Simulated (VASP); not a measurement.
# Ta2NbO2 (P1) in VASP: single point with PBE

Aim: the single point of Ta2NbO2 with PBE.

Everything below comes from runs of VASP 6.6.1. Logs are shortened: lines on timing, memory, paths and dates and some standing lists are left out, and cuts for length are marked.

## (1) The cell of the first run

The typed cell holds 10 atoms: a = 4.437 Å, b = 5.007 Å, c = 7.718 Å, α = 92.34°, β = 92.50°, γ = 101.66°.

## (2) Single point, PBE

Input file INCAR:

```
SYSTEM = Ta2NbO2
PREC = Accurate
ENCUT = 520
EDIFF = 1E-6
ISMEAR = 0
SIGMA = 0.1
LREAL = .False.
LASPH = .True.
NELM = 100
ALGO = Normal
ISIF = 2
LWAVE = .False.
LCHARG = .False.
GGA = PE
NBANDS = 58
```

Input file KPOINTS:

```
regular mesh
0
Gamma
  4 4 2
  0 0 0
```

Input file POSCAR:

```
Ta2NbO2
1.0
    4.4368546882      0.0000000000      0.0000000000
   -1.0119554894      4.9033524189      0.0000000000
   -0.3362390627     -0.3911678604      7.7006550777
Ta Nb O
4 2 4
Direct
    0.4514873639      0.0529964977      0.0390276402
    0.5821202293      0.9594670543      0.5515690714
    0.0190217991      0.4213433843      0.0422291517
    0.9855905681      0.6240748479      0.5484317883
    0.4830559945      0.4985469332      0.7780096454
    0.4062191255      0.3957934219      0.3758689566
    0.5493654839      0.0241345901      0.2902793688
    0.5262155910      0.9324444248      0.8004724145
    0.0008952742      0.5380708976      0.2820223116
    0.9960285704      0.5531279484      0.7920896514
```

Potentials or basis: VASP PAW PBE potentials, release 64 (Ta_pv, Nb_sv, O).

Started as:

```bash
cat potpaw_PBE.64/Ta_pv/POTCAR potpaw_PBE.64/Nb_sv/POTCAR potpaw_PBE.64/O/POTCAR > POTCAR
mpirun -np 1 vasp_std > vasp.out
```

OUTCAR:

```text
SYSTEM = Ta2NbO2
   PREC = Accurate
   ENCUT = 520
   EDIFF = 1E-6
   ISMEAR = 0
   LREAL = .False.
   LASPH = .True.
   NELM = 100
   ISIF = 2
   GGA = PE

 ion  position               nearest neighbor table
   1  0.451  0.053  0.039-   8 1.98   7 1.99   3 2.80   3 2.92   5 3.05   6 3.09   3 3.35
   2  0.582  0.959  0.552-   8 1.95   7 2.06   4 2.69   4 2.83   6 2.84   5 2.93   6 3.02   5 3.27
                             4 3.45
   3  0.019  0.421  0.042-   9 1.93  10 2.07   1 2.80   1 2.92   5 2.94   6 3.05   5 3.16   1 3.35

   4  0.986  0.624  0.548-  10 1.93   9 2.09   2 2.69   6 2.74   2 2.83   6 2.84   5 2.89   5 2.95
                             2 3.45
   5  0.483  0.499  0.778-   8 2.14  10 2.23  10 2.24   4 2.89   2 2.93   3 2.94   4 2.95   1 3.05
                             3 3.16   2 3.27
   6  0.406  0.396  0.376-   9 2.17   7 2.17   4 2.74   2 2.84   4 2.84   2 3.02   3 3.05   1 3.09

   7  0.549  0.024  0.290-   1 1.99   2 2.06   6 2.17
   8  0.526  0.932  0.800-   2 1.95   1 1.98   5 2.14
   9  0.001  0.538  0.282-   3 1.93   4 2.09   6 2.17
  10  0.996  0.553  0.792-   4 1.93   3 2.07   5 2.23   5 2.24

  LATTYP: Found a triclinic cell.
 ALAT       =    13.3612711514
 B/A-ratio  =     0.3320683068
 C/A-ratio  =     1.2289848095
 COS(alpha) =     0.0206736200
 COS(beta)  =     0.6925390914
 COS(gamma) =     0.7147093787

  Lattice vectors:

 A1 = (   9.5494258031,  -5.2945202793,   7.7006550777)
 A2 = (   4.4368546882,   0.0000000000,   0.0000000000)
 A3 = (   0.3394773640,  -5.6856881397,  15.4013101554)

Analysis of symmetry for initial positions (statically):
=====================================================================
 Subroutine PRICEL returns:
 Original cell was already a primitive cell.

 Routine SETGRP: Setting up the symmetry group for a
 triclinic supercell.

 Subroutine GETGRP returns: Found  1 space group operations
 (whereof  1 operations were pure point group operations)
 out of a pool of  2 trial point group operations.

The static configuration has the point symmetry C_1 .

Analysis of symmetry for dynamics (positions and initial velocities):
=====================================================================
 Subroutine PRICEL returns:
 Original cell was already a primitive cell.

 Routine SETGRP: Setting up the symmetry group for a
 triclinic supercell.

 Subroutine GETGRP returns: Found  1 space group operations
 (whereof  1 operations were pure point group operations)
 out of a pool of  2 trial point group operations.

The dynamic configuration has the point symmetry C_1 .

 Subroutine INISYM returns: Found  1 space group operations
 (whereof  1 operations are pure point group operations),
 and found     1 'primitive' translations

----------------------------------------------------------------------------------------

                                     Primitive cell

  volume of cell :     167.5313

  direct lattice vectors                    reciprocal lattice vectors
     4.436854688  0.000000000  0.000000000     0.225384889  0.046515008  0.012203946
    -1.011955489  4.903352419  0.000000000     0.000000000  0.203942102  0.010359586
    -0.336239063 -0.391167860  7.700655078     0.000000000  0.000000000  0.129859082

  length of vectors
     4.436854688  5.006687413  7.717911481     0.230458088  0.204205049  0.129859082

  position of ions in fractional coordinates (direct lattice)
     0.451487364  0.052996498  0.039027640
     0.582120229  0.959467054  0.551569071
     0.019021799  0.421343384  0.042229152
     0.985590568  0.624074848  0.548431788
     0.483055994  0.498546933  0.778009645
     0.406219126  0.395793422  0.375868957
     0.549365484  0.024134590  0.290279369
     0.526215591  0.932444425  0.800472414
     0.000895274  0.538070898  0.282022312
     0.996028570  0.553127948  0.792089651

  ion indices of the primitive-cell ions
   primitive index   ion index
                 1           1
                 2           2
                 3           3
                 4           4
                 5           5
                 6           6
                 7           7
                 8           8
                 9           9
                10          10

----------------------------------------------------------------------------------------

 KPOINTS: regular mesh

Automatic generation of k-mesh.
 Grid dimensions read from file:
 generate k-points for:    4    4    2

 Generating k-lattice:

  Cartesian coordinates                     Fractional coordinates (reciprocal lattice)
     0.056346222  0.011628752  0.003050987     0.250000000 -0.000000000 -0.000000000
     0.000000000  0.050985526  0.002589896     0.000000000  0.250000000  0.000000000
     0.000000000  0.000000000  0.064929541     0.000000000  0.000000000  0.500000000

  Length of vectors
     0.057614522  0.051051262  0.064929541

  Shift w.r.t. Gamma in fractional coordinates (k-lattice)
     0.000000000  0.000000000  0.000000000

 Subroutine IBZKPT returns following result:
 ===========================================

 Found     20 irreducible k-points:

 Following reciprocal coordinates:
            Coordinates               Weight
  0.000000  0.000000  0.000000      1.000000
  0.250000 -0.000000 -0.000000      2.000000
  0.500000 -0.000000 -0.000000      1.000000
  0.000000  0.250000  0.000000      2.000000
  0.250000  0.250000 -0.000000      2.000000
  0.500000  0.250000 -0.000000      2.000000
[... 12 lines left out ...]
  0.250000  0.500000  0.500000      2.000000
  0.500000  0.500000  0.500000      1.000000
   k-points           NKPTS =     20   k-points in BZ     NKDIM =     20   number of bands    NBANDS=     58
   number of dos      NEDOS =    301   number of ions     NIONS =     10
   total plane-waves  NPLWV =  86400
   dimension x,y,z NGX =    36 NGY =   40 NGZ =   60
   dimension x,y,z NGXF=    72 NGYF=   80 NGZF=  120
   ions per type =               4   2   4
   NGX,Y,Z   is equivalent  to a cutoff of  13.49, 13.28, 12.92 a.u.
   NGXF,Y,Z  is equivalent  to a cutoff of  26.98, 26.56, 25.85 a.u.
 SYSTEM =  Ta2NbO2
   PREC   = accura    normal or accurate (medium, high low for compatibility)
   ISTART =      0    job   : 0-new  1-cont  2-samecut
   ICHARG =      2    charge: 1-file 2-atom 10-const
   ISPIN  =      1    spin polarized calculation?
   LNONCOLLINEAR =      F non collinear calculations
   LSORBIT =      F    spin-orbit coupling
   LASPH  =      T    aspherical Exc in radial PAW
   ENCUT  =  520.0 eV  38.22 Ry    6.18 a.u.   8.25  9.31 14.35*2*pi/ulx,y,z
   NELM   =    100;   NELMIN=  2; NELMDL= -5     # of ELM steps
   EDIFF  = 0.1E-05   stopping-criterion for ELM
   LREAL  =      F    real-space projection
   EDIFFG = 0.1E-04   stopping-criterion for IOM
   NSW    =      0    number of steps for IOM
   IBRION =     -1    ionic relax: 0-MD 1-quasi-New 2-CG
   NFREE  =      0    steps in history (QN), initial steepest desc. (CG)
   ISIF   =      2    stress and relaxation
   ISYM   =      2    0-nonsym 1-usesym 2-fastsym
   POTIM  = 0.5000    time-step for ionic-motion
   TEBEG  =    0.0;   TEEND  =   0.0 temperature during run
   PSTRESS=    0.0 pullay stress
   NELECT =      94.0000    total number of electrons
   NUPDOWN=      -1.0000    fix difference up-down
   EMIN   =  10.00;   EMAX   =-10.00  energy-range for DOS
   EFERMI =   0.00;   METHOD = LEGACY
   ISMEAR =     0;   SIGMA  =   0.10  broadening in eV -4-tet -1-fermi 0-gaus
   EFERMI_NEDOS =   21; number of points for ismear=-14 and -15
   IALGO  =     38    algorithm
   IMIX   =      4    mixing-type and parameters
     AMIX     =   0.40;   BMIX     =  1.00
     AMIX_MAG =   1.60;   BMIX_MAG =  1.00
  volume/ion in A,a.u.               =      16.75       113.06
  Fermi-wavevector in a.u.,A,eV,Ry     =   1.350264  2.551630 24.806328  1.823214
  Thomas-Fermi vector in A             =   2.477783
   LORBIT       =      0    0 simple, 1 ext, 2 COOP (PROOUT), +10 PAW based schemes
   GGA     = PE    functional components
   LHFCALC =     F    Hartree Fock is set to
   AEXX    =    0.0000 exact exchange contribution
   IVDW    =     0    specifies the selected vdW correction
   LEPSILON=     F    determine dielectric tensor
   LRPA    =     F    only Hartree local field effects (RPA)
 non-spin polarized calculation
 Gauss-broadening in eV      SIGMA  =   0.10
  energy-cutoff  :      520.00
  volume of cell :      167.53
 maximum number of plane-waves:      4534
 NGX is ok and might be reduce to    36
   NGX = 17   NGY = 19   NGZ = 29

 number of electron      94.0000010 magnetization

 Free energy of the ion-electron system (eV)
  ---------------------------------------------------
  ext. energy  EPLUGINS =         0.00000000
  ---------------------------------------------------
  free energy    TOTEN  =       -97.21848213 eV

  energy without entropy =      -97.20350240  energy(sigma->0) =      -97.21099226

 E-fermi :   5.7392     XC(G=0): -11.0715

 val. band max:        5.7039604198   @ k =   0.0000   0.0000   0.0000
 cond. band min:       5.7803547689   @ k =   0.5000   0.5000   0.5000
 fundamental gap:      0.0763943491
 Fermi energy:         5.7392296729

 k-point     1 :       0.0000    0.0000    0.0000
  band No.  band energies     occupation
      1     -50.0047      2.00000
      2     -49.4786      2.00000
      3     -29.5883      2.00000
      4     -29.4982      2.00000
      5     -29.3464      2.00000
      6     -29.3140      2.00000
[... 50 lines left out ...]
     57       8.2305      0.00000
     58       8.4128      0.00000

 k-point     2 :       0.2500   -0.0000   -0.0000
  band No.  band energies     occupation
      1     -50.0044      2.00000
      2     -49.4786      2.00000
      3     -29.5793      2.00000
      4     -29.5141      2.00000
      5     -29.3337      2.00000
      6     -29.3071      2.00000
[... 1093 lines left out ...]
      2     -49.4786      2.00000
      3     -29.5488      2.00000
      4     -29.5203      2.00000
      5     -29.3634      2.00000
      6     -29.3221      2.00000
[... 50 lines left out ...]
     57       8.3795      0.00000
     58       8.6502      0.00000

------------------------ aborting loop because EDIFF is reached ----------------------------------------

  FORCE on cell =-STRESS in cart. coord.  units (eV):
  Direction    XX          YY          ZZ          XY          YZ          ZX
  --------------------------------------------------------------------------------------
  -------------------------------------------------------------------------------------
  Total       -2.7431171     -2.1830385      3.5816485      1.8692244      0.4798353      0.3481429
  in kB      -26.2336634    -20.8773795     34.2529171     17.8762339      4.5888813      3.3294472
  external PRESSURE =      -4.2860419 kB  Pullay stress =       0.0000000 kB

 VOLUME and BASIS-vectors are now :
 -----------------------------------------------------------------------------
  energy-cutoff  :      520.00
  volume of cell :      167.53
      direct lattice vectors                 reciprocal lattice vectors
     4.436854688  0.000000000  0.000000000     0.225384889  0.046515008  0.012203946
    -1.011955489  4.903352419  0.000000000     0.000000000  0.203942102  0.010359586
    -0.336239063 -0.391167860  7.700655078     0.000000000  0.000000000  0.129859082

 POSITION                                       TOTAL-FORCE (eV/Angst)
 -----------------------------------------------------------------------------------
      1.93643      0.24459      0.30054        -0.212000     -0.053122      1.095258
      1.42639      4.48885      4.24744         0.185386      0.539547     -1.512771
     -0.35618      2.04948      0.32519        -0.136624      0.295794      0.063793
      3.55698      2.84553      4.22328         0.066697     -0.036604     -1.994246
      1.37714      2.14022      5.99118         0.246472     -0.180629      0.328629
      1.27543      1.79369      2.89444         0.154085     -0.285644     -0.137340
      2.31543      0.00479      2.23534        -0.406000      0.237852     -0.090368
      1.12200      4.25898      6.16416         0.304790      0.304970      0.384654
     -0.63536      2.52803      2.17176         0.049808     -0.061927      0.540215
      3.59316      2.40234      6.09961        -0.252615     -0.760236      1.322175
 -----------------------------------------------------------------------------------
    total drift:                               -0.000231     -0.000324      0.000886

  FREE ENERGIE OF THE ION-ELECTRON SYSTEM (eV)
  ---------------------------------------------------
  free  energy   TOTEN  =       -97.2184821317 eV

  energy  without entropy=      -97.2035023981  energy(sigma->0) =      -97.21099226
```

It took 2.2 min on 1 thread of Intel Xeon 6975P-C (Granite Rapids), shared host; peak memory 0.37 GiB.

What came out:

| Property | Result |
| --- | --- |
| Free energy | -97.2185 eV |
| Pressure | -0.4 GPa |
| Largest force | 1.996 eV/Å |
| Band gap on the k mesh | zero (bands 47 and 48 overlap by 0.45 eV) |

Forces in eV/Å, atoms in the order of the input:
```
Ta  -0.212 -0.053  1.095
Ta   0.185  0.540 -1.513
Ta  -0.137  0.296  0.064
Ta   0.067 -0.037 -1.994
Nb   0.246 -0.181  0.329
Nb   0.154 -0.286 -0.137
O   -0.406  0.238 -0.090
O    0.305  0.305  0.385
O    0.050 -0.062  0.540
O   -0.253 -0.760  1.322
```

Stress tensor (GPa, compression positive):
```
-2.62  1.79  0.33
 1.79 -2.09  0.46
 0.33  0.46  3.43
```

Caveat: the k points lie up to 0.41 Å⁻¹ apart; spin-orbit coupling is left out, which moves the levels of the heavy elements; forces of over 1 eV/Å act on the atoms, so gaps and moduli don't describe the material at rest.
